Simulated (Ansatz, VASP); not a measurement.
Bi: VASP beside Ansatz

```
CELL_PARAMETERS angstrom
-2.01918 2.01918 2.01918
2.01918 -2.01918 2.01918
2.01918 2.01918 -2.01918
ATOMIC_POSITIONS crystal
Bi 0.00000 0.00000 0.00000
```

Change from the starting cell: volume scaled by 1.04.

Alike in both runs: task single point; functional PBE; k mesh 13 × 13 × 13; occupations fermi-dirac, width 0.08 eV; no spin polarisation.

|  | VASP | Ansatz |
| --- | --- | --- |
| version | VASP 6.6.1 | Ansatz 0.2.0 |
| potentials or method | VASP PAW PBE potentials, release 64 (Bi_d), cutoff 520 eV | all-electron LAPW, scalar-relativistic |

```csv
,VASP,Ansatz,Ansatz less VASP
pressure (GPa),-1.9,-1.9,+0.07
```

Ansatz ran all-electron here, and VASP with PAW potentials.

Neither program's run includes spin-orbit coupling.
